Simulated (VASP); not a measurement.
Wanted: the native input for a VASP 6.6.1 run.

- Task: single point
- Functional: PBE
- Potentials or basis: VASP PAW PBE potentials, release 64 (Ta_pv, Rh_pv)
- Cutoff: 520 eV
- k mesh: 4 × 4 × 4
- Occupations: gaussian, width 0.1 eV
- Spin: no spin polarisation
- Dipole correction: no
- Further INCAR settings: ALGO = Fast; EDIFF = 1e-06; NBANDS = 38

The structure of Ta4Rh lies in POSCAR:

```
Ta4Rh
1.0
   -2.7009564300      2.7009564300      2.7009564300
    2.7009564300     -2.7009564300      2.7009564300
    2.7009564300      2.7009564300     -2.7009564300
Ta Rh
4 1
Direct
    0.0000000000      0.0000000000      0.5000000000
    0.0000000000      0.5000000000      0.0000000000
    0.5000000000      0.0000000000      0.0000000000
    0.5000000000      0.5000000000      0.5000000000
    0.0000000000      0.0000000000      0.0000000000
```

The input as run:

INCAR

```
  PREC = Accurate
  ENCUT = 520
  EDIFF = 1E-6
  ISMEAR = 0
  SIGMA = 0.1
  LREAL = F
  LASPH = T
  NELM = 100
  ALGO = Fast
  ISIF = 2
  LWAVE = F
  LCHARG = T
  GGA = PE
  LELF = T
  LVHAR = T
  NBANDS = 38
```

KPOINTS

```
regular mesh
0
Gamma
  4 4 4
```

Potentials or basis: VASP PAW PBE potentials, release 64 (Ta_pv, Rh_pv).

Run with:

```sh
$ cat potpaw_PBE.64/Ta_pv/POTCAR potpaw_PBE.64/Rh_pv/POTCAR > POTCAR
$ mpirun -np 1 vasp_std > vasp.out
```

It gave:

The pressure is 84.2 GPa.

Caveat: the k points lie up to 0.41 Å⁻¹ apart.

Wall time 15 s on 1 thread of Intel(R) Xeon(R) 6975P-C (Granite Rapids) (shared host), peak memory 0.2 GiB.
